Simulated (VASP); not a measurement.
Wanted: the native input for a VASP 6.6.1 run.

```
Task                   : single point
Functional             : PBEsol
Potentials or basis    : VASP PAW PBE potentials, release 64 (K_sv, Cl)
Cutoff                 : 520 eV
k mesh                 : 7 × 7 × 7
Occupations            : fermi-dirac, width 0.05 eV
Spin                   : no spin polarisation
Dipole correction      : no
Further INCAR settings : ALGO = Normal; EDIFF = 1e-06; NBANDS = 15
```

The structure of KCl (Sylvite) lies in POSCAR:

```
KCl
1.0
    0.0000000000      3.1673081569      3.1673081569
    3.1673081569      0.0000000000      3.1673081569
    3.1673081569      3.1673081569      0.0000000000
K Cl
1 1
Direct
    0.0000000000      0.0000000000      0.0000000000
    0.5000000000      0.5000000000      0.5000000000
```

This cell differs from its parent crystal: volume scaled by 1.02.

The input as run:

INCAR

```
SYSTEM = KCl
PREC = Accurate
ENCUT = 520
EDIFF = 1E-6
ISMEAR = -1
SIGMA = 0.05
LREAL = .FALSE.
LASPH = .TRUE.
NELM = 100
ALGO = Normal
ISIF = 2
LWAVE = .FALSE.
LCHARG = .TRUE.
GGA = PS
LELF = .TRUE.
LVHAR = .TRUE.
NBANDS = 15
```

KPOINTS

```
regular mesh
0
G
  7 7 7
  0 0 0
```

Potentials or basis: VASP PAW PBE potentials, release 64 (K_sv, Cl).

Launch:

```sh
$ cat potpaw_PBE.64/K_sv/POTCAR potpaw_PBE.64/Cl/POTCAR > POTCAR
$ mpirun -np 1 vasp_std > vasp.out
```

It gave:

The pressure is -0.7 GPa. The band gap on the k mesh is 4.96 eV, direct.

Caveat: the PAW data sets were made with another functional, which shifts forces and pressure a little.

Wall time 39 s on 1 thread of Intel Xeon 8259CL, with other jobs on the host, peak memory 0.2 GiB.
